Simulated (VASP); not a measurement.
A run of VASP 6.6.1:

INCAR

```
SYSTEM = Cr
PREC = Accurate ; ENCUT = 520
EDIFF = 1E-6 ; ISMEAR = -1
SIGMA = 0.05 ; LREAL = .FALSE.
LASPH = .TRUE. ; NELM = 150
ALGO = Normal ; ISIF = 2
LWAVE = .FALSE. ; LCHARG = .TRUE.
ISPIN = 2 ; MAGMOM = 1.5 1.5 1.5
LORBIT = 11 ; LMAXMIX = 4
LELF = .TRUE. ; LVHAR = .TRUE.
NBANDS = 29
```

The input KPOINTS:

```
regular mesh
0
G
  9 9 13
  0 0 0
```

Contents of POSCAR:

```
Cr
1.0
    4.1533729889      0.0000000000      0.0000000000
   -2.0766864944      3.5969265197      0.0000000000
    0.0000000000      0.0000000000      2.2258487003
Cr
3
Direct
    1.0000000000      1.0000000000      0.0000000000
    0.3333333333      0.6666666667      0.5000000000
    0.6666666667      0.3333333333      0.5000000000
```

Potentials or basis: VASP PAW LDA potentials, release 64 (Cr_pv).

Run with:

```console
$ cat potpaw_LDA.64/Cr_pv/POTCAR > POTCAR
$ mpirun -np 1 vasp_std > vasp.out
```

Hardware: 1 thread of Intel(R) Xeon(R) 6975P-C (Granite Rapids) (shared host).

Q: Estimate the wall time of this run.

A: Wall time 59 s on 1 thread of Intel(R) Xeon(R) 6975P-C (Granite Rapids) (shared host), peak memory 0.21 GiB. Counts: scf iterations 15, k points 84.
